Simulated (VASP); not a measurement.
# BP (F-43m) in VASP: single point with r2SCAN

Aim: the single point of BP with r2SCAN.

Everything below comes from runs of VASP 6.6.1. Logs are shortened: lines on timing, memory, paths and dates and some standing lists are left out, and cuts for length are marked.

### 1 The cell of the first run

Symmetry: F-43m, No. 216, cubic system. The conventional cell has a = 4.538 Å, b = 4.538 Å, c = 4.538 Å, α = 90.00°, β = 90.00°, γ = 90.00°. Within 2.6 Å of B (site symmetry -43m) lie 4 P at 1.97 Å. Within 2.6 Å of P (site symmetry -43m) lie 4 B at 1.97 Å.

### 2 Single point, r2SCAN

POSCAR reads:

```
BP
1.0
    0.0000000000      2.2690000000      2.2690000000
    2.2690000000      0.0000000000      2.2690000000
    2.2690000000      2.2690000000      0.0000000000
B P
1 1
Direct
    0.0000000000      0.0000000000      0.0000000000
    0.7500000000      0.7500000000      0.7500000000
```

INCAR.step1 reads:

```
SYSTEM = BP
PREC     = Accurate       ! precision mode
ENCUT    = 520            ! plane-wave cutoff, eV
ISMEAR   = 0              ! smearing method
SIGMA    = 0.1            ! smearing width, eV
LREAL    = .False.        ! projectors in reciprocal space
LASPH    = .True.         ! aspherical terms in the spheres
NELM     = 80             ! most SCF steps
NBANDS   = 11             ! bands
GGA      = PE             ! functional
ALGO     = Normal         ! electronic algorithm
EDIFF    = 1E-4           ! SCF threshold, eV
LWAVE    = .True.         ! write WAVECAR
LCHARG   = .False.        ! write CHGCAR
```

INCAR.step2 reads:

```
SYSTEM = BP
PREC     = Accurate       ! precision mode
ENCUT    = 520            ! plane-wave cutoff, eV
EDIFF    = 1E-6           ! SCF threshold, eV
ISMEAR   = 0              ! smearing method
SIGMA    = 0.1            ! smearing width, eV
LREAL    = .False.        ! projectors in reciprocal space
LASPH    = .True.         ! aspherical terms in the spheres
NELM     = 80             ! most SCF steps
ALGO     = Normal         ! electronic algorithm
ISIF     = 2              ! what is computed and relaxed
LWAVE    = .False.        ! write WAVECAR
LCHARG   = .True.         ! write CHGCAR
METAGGA  = R2SCAN         ! meta-GGA
LMIXTAU  = .True.       
LELF     = .True.         ! ELF
LVHAR    = .True.       
NBANDS   = 11             ! bands
ISTART   = 1
```

KPOINTS reads:

```
regular mesh
0
Gamma
  6 6 6
  0 0 0
```

Potentials or basis: VASP PAW PBE potentials, release 64 (B, P).

Command:

```sh
$ cat potpaw_PBE.64/B/POTCAR potpaw_PBE.64/P/POTCAR > POTCAR
$ cp INCAR.step1 INCAR
$ mpirun -np 1 vasp_std > vasp.out
$ cp INCAR.step2 INCAR
$ mpirun -np 1 vasp_std > vasp.out
```

OUTCAR:

```text
SYSTEM = BP
   PREC = Accurate
   ENCUT = 520
   EDIFF = 1E-6
   ISMEAR = 0
   LREAL = .False.
   LASPH = .True.
   NELM = 80
   ISIF = 2
   METAGGA = R2SCAN
   ISTART = 1

 ion  position               nearest neighbor table
   1  0.000  0.000  0.000-   2 1.97   2 1.97   2 1.97   2 1.97
   2  0.750  0.750  0.750-   1 1.97   1 1.97   1 1.97   1 1.97

  LATTYP: Found a face centered cubic cell.
 ALAT       =     4.5380000000

  Lattice vectors:

 A1 = (   0.0000000000,   2.2690000000,   2.2690000000)
 A2 = (   2.2690000000,   0.0000000000,   2.2690000000)
 A3 = (   2.2690000000,   2.2690000000,   0.0000000000)

Analysis of symmetry for initial positions (statically):
=====================================================================
 Subroutine PRICEL returns:
 Original cell was already a primitive cell.

 Routine SETGRP: Setting up the symmetry group for a
 face centered cubic supercell.

 Subroutine GETGRP returns: Found 24 space group operations
 (whereof 24 operations were pure point group operations)
 out of a pool of 48 trial point group operations.

The static configuration has the point symmetry T_d .

Analysis of symmetry for dynamics (positions and initial velocities):
=====================================================================
 Subroutine PRICEL returns:
 Original cell was already a primitive cell.

 Routine SETGRP: Setting up the symmetry group for a
 face centered cubic supercell.

 Subroutine GETGRP returns: Found 24 space group operations
 (whereof 24 operations were pure point group operations)
 out of a pool of 48 trial point group operations.

The dynamic configuration has the point symmetry T_d .

 Subroutine INISYM returns: Found 24 space group operations
 (whereof 24 operations are pure point group operations),
 and found     1 'primitive' translations

----------------------------------------------------------------------------------------

                                     Primitive cell

  volume of cell :      23.3633

  direct lattice vectors                    reciprocal lattice vectors
     0.000000000  2.269000000  2.269000000    -0.220361393  0.220361393  0.220361393
     2.269000000  0.000000000  2.269000000     0.220361393 -0.220361393  0.220361393
     2.269000000  2.269000000  0.000000000     0.220361393  0.220361393 -0.220361393

  length of vectors
     3.208850573  3.208850573  3.208850573     0.381677128  0.381677128  0.381677128

[... 77 lines left out ...]
   ISIF   =      2    stress and relaxation
   ISYM   =      2    0-nonsym 1-usesym 2-fastsym
   POTIM  = 0.5000    time-step for ionic-motion
   TEBEG  =    0.0;   TEEND  =   0.0 temperature during run
   PSTRESS=    0.0 pullay stress
   NELECT =       8.0000    total number of electrons
   NUPDOWN=      -1.0000    fix difference up-down
   EMIN   =  10.00;   EMAX   =-10.00  energy-range for DOS
   EFERMI =   0.00;   METHOD = LEGACY
   ISMEAR =     0;   SIGMA  =   0.10  broadening in eV -4-tet -1-fermi 0-gaus
   EFERMI_NEDOS =   21; number of points for ismear=-14 and -15
   IALGO  =     38    algorithm
   IMIX   =      4    mixing-type and parameters
     AMIX     =   0.40;   BMIX     =  1.00
     AMIX_MAG =   1.60;   BMIX_MAG =  1.00
  volume/ion in A,a.u.               =      11.68        78.83
  Fermi-wavevector in a.u.,A,eV,Ry     =   1.145320  2.164342 17.847562  1.311759
  Thomas-Fermi vector in A             =   2.282009
   LORBIT       =      0    0 simple, 1 ext, 2 COOP (PROOUT), +10 PAW based schemes
   METAGGA = R2SCAN    functional components
   LHFCALC =     F    Hartree Fock is set to
   AEXX    =    0.0000 exact exchange contribution
   IVDW    =     0    specifies the selected vdW correction
   LEPSILON=     F    determine dielectric tensor
   LRPA    =     F    only Hartree local field effects (RPA)
 non-spin polarized calculation
 Gauss-broadening in eV      SIGMA  =   0.10
  energy-cutoff  :      520.00
  volume of cell :       23.36
 maximum number of plane-waves:       636
   NGX = 11   NGY = 11   NGZ = 11

 number of electron       8.0000000 magnetization

 Free energy of the ion-electron system (eV)
  ---------------------------------------------------
  ext. energy  EPLUGINS =         0.00000000
  ---------------------------------------------------
  free energy    TOTEN  =       -17.29439501 eV

  energy without entropy =      -17.29439501  energy(sigma->0) =      -17.29439501

 E-fermi :   7.8949     XC(G=0): -11.4982

 val. band max:        7.3943733099   @ k =   0.0000   0.0000   0.0000
 cond. band min:       8.9313965698   @ k =   0.5000   0.5000   0.0000
 fundamental gap:      1.5370232599
 Fermi energy:         7.8948905909

 k-point     1 :       0.0000    0.0000    0.0000
  band No.  band energies     occupation
      1      -8.8660      2.00000
      2       7.3944      2.00000
      3       7.3944      2.00000
      4       7.3944      2.00000
      5      11.0331      0.00000
      6      11.0331      0.00000
      7      11.0331      0.00000
      8      15.4055      0.00000
      9      19.7940      0.00000
     10      20.0374      0.00000
     11      20.0374      0.00000
[... 197 lines left out ...]
 k-point    16 :      -0.3333    0.5000    0.1667
  band No.  band energies     occupation
      1      -3.4993      2.00000
      2      -1.3772      2.00000
      3       1.8454      2.00000
      4       1.9692      2.00000
      5      11.5596      0.00000
      6      12.1989      0.00000
      7      17.1612      0.00000
      8      17.8467      0.00000
      9      21.2564      0.00000
     10      24.6009      0.00000
     11      24.8578      0.00000

------------------------ aborting loop because EDIFF is reached ----------------------------------------

  FORCE on cell =-STRESS in cart. coord.  units (eV):
  Direction    XX          YY          ZZ          XY          YZ          ZX
  --------------------------------------------------------------------------------------
  -------------------------------------------------------------------------------------
  Total       -0.0797883     -0.0797883     -0.0797883      0.0000000      0.0000000     -0.0000000
  in kB       -5.4716229     -5.4716229     -5.4716229      0.0000000      0.0000000     -0.0000000
  external PRESSURE =      -5.4716229 kB  Pullay stress =       0.0000000 kB

 VOLUME and BASIS-vectors are now :
 -----------------------------------------------------------------------------
  energy-cutoff  :      520.00
  volume of cell :       23.36
      direct lattice vectors                 reciprocal lattice vectors
     0.000000000  2.269000000  2.269000000    -0.220361393  0.220361393  0.220361393
     2.269000000  0.000000000  2.269000000     0.220361393 -0.220361393  0.220361393
     2.269000000  2.269000000  0.000000000     0.220361393  0.220361393 -0.220361393

 POSITION                                       TOTAL-FORCE (eV/Angst)
 -----------------------------------------------------------------------------------
      0.00000      0.00000      0.00000        -0.000000     -0.000000     -0.000000
      3.40350      3.40350      3.40350         0.000000      0.000000      0.000000
 -----------------------------------------------------------------------------------
    total drift:                               -0.000000     -0.000000     -0.000000

  FREE ENERGIE OF THE ION-ELECTRON SYSTEM (eV)
  ---------------------------------------------------
  free  energy   TOTEN  =       -17.2943950148 eV

  energy  without entropy=      -17.2943950148  energy(sigma->0) =      -17.29439501
```

OUTCAR.step1:

```text
SYSTEM = BP
   PREC = Accurate
   ENCUT = 520
   ISMEAR = 0
   LREAL = .False.
   LASPH = .True.
[... 434 lines left out ...]
      0.00000      0.00000      0.00000         0.000000     -0.000000      0.000000
      3.40350      3.40350      3.40350        -0.000000      0.000000     -0.000000
 -----------------------------------------------------------------------------------
    total drift:                               -0.000000     -0.000000     -0.000000

  FREE ENERGIE OF THE ION-ELECTRON SYSTEM (eV)
  ---------------------------------------------------
  free  energy   TOTEN  =       -12.9133257142 eV

  energy  without entropy=      -12.9133257142  energy(sigma->0) =      -12.91332571
```

OSZICAR.step1:

```text
N       E                     dE             d eps       ncg     rms          rms(c)
DAV:   1     0.936185409929E+01    0.93619E+01   -0.38982E+03   352   0.645E+02
DAV:   2    -0.130267217840E+02   -0.22389E+02   -0.21632E+02   476   0.111E+02
DAV:   3    -0.136237992934E+02   -0.59708E+00   -0.59534E+00   445   0.152E+01
DAV:   4    -0.136262470570E+02   -0.24478E-02   -0.24476E-02   399   0.117E+00
DAV:   5    -0.136262595077E+02   -0.12451E-04   -0.12451E-04   441   0.842E-02    0.721E+00
DAV:   6    -0.130126053751E+02    0.61365E+00   -0.13961E+00   403   0.511E+00    0.388E+00
DAV:   7    -0.129206993286E+02    0.91906E-01   -0.23331E-01   436   0.241E+00    0.133E+00
DAV:   8    -0.129127808789E+02    0.79184E-02   -0.27114E-02   414   0.941E-01    0.193E-01
DAV:   9    -0.129131109117E+02   -0.33003E-03   -0.72151E-04   403   0.181E-01    0.125E-01
DAV:  10    -0.129133144586E+02   -0.20355E-03   -0.24830E-04   407   0.995E-02    0.278E-02
DAV:  11    -0.129133257142E+02   -0.11256E-04   -0.12576E-05   197   0.232E-02
   1 F= -.12913326E+02 E0= -.12913326E+02  d E =-.165025E-12
```

Wall time 9.3 s (1 thread of Intel Xeon 6975P-C, shared host); peak memory 0.14 GiB.

Results:

```yaml
Free_energy: -17.2944 eV
Pressure: -0.5 GPa
Band_gap_on_the_k_mesh: 1.54 eV, indirect (least direct gap 3.64 eV)
```

Caveat: the PAW data sets were made with another functional, which shifts forces and pressure a little.
